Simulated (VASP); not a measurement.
Set up this calculation in VASP 6.6.1, as the native input.

```yaml
Task: single point
Functional: PBE
Potentials_or_basis: VASP PAW PBE potentials, release 64 (Li_sv, F)
Cutoff: 520 eV
k_mesh: 6 × 6 × 4
Occupations: gaussian, width 0.1 eV
Spin: collinear spin, ferromagnetic start
Starting_moments: "[0.0, 0.0, 0.35, 0.37, 0.37] μB"
Dipole_correction: no
Further_INCAR_settings: ALGO = Normal; EDIFF = 1e-06; NBANDS = 26
```

The structure of Li2F3 lies in POSCAR:

```
Li2F3
1.0
    3.1545760759      0.0000000000      0.0000000000
   -1.5772880379      2.7319430199      0.0000000000
    0.0000000000      0.0000000000      5.8372344036
Li F
2 3
Direct
    0.3333333333      0.6666666667      0.2315419043
    0.6666666667      0.3333333333      0.7684580957
    0.0000000000      0.0000000000      0.0000000000
    0.3333333333      0.6666666667      0.6718382713
    0.6666666667      0.3333333333      0.3281617287
```

One way to write it, as run:

INCAR

```
SYSTEM = Li2F3
ALGO = Normal
EDIFF = 1E-6
ENCUT = 520
GGA = PE
ISIF = 2
ISMEAR = 0
ISPIN = 2
LASPH = .True.
LCHARG = .False.
LORBIT = 11
LREAL = .False.
LWAVE = .False.
MAGMOM = 0 0 0.35 0.37 0.37
NBANDS = 26
NELM = 150
PREC = Accurate
SIGMA = 0.1
```

KPOINTS

```
k-points
0
Gamma
  6 6 4
  0 0 0
```

Potentials or basis: VASP PAW PBE potentials, release 64 (Li_sv, F).

Launch:

```bash
$ cat potpaw_PBE.64/Li_sv/POTCAR potpaw_PBE.64/F/POTCAR > POTCAR
$ mpirun -np 1 vasp_std > vasp.out
```

Results of the run:

```json
{"Largest force": "0.005 eV/Å", "Band gap on the k mesh": "zero (filled and empty bands overlap)", "Net moment": "1.00 μB per cell", "Site moments": "Li -0.00; F +0.30 μB", "Valence electrons inside the program's atomic spheres": "Li 2.06; F 6.00, 6.02"}
```

Caveat: the k points lie up to 0.38 Å⁻¹ apart.

It took 36 s on 1 thread of AMD EPYC 9R45 96-Core Processor (Zen 5), on a shared host, peak memory 0.17 GiB.
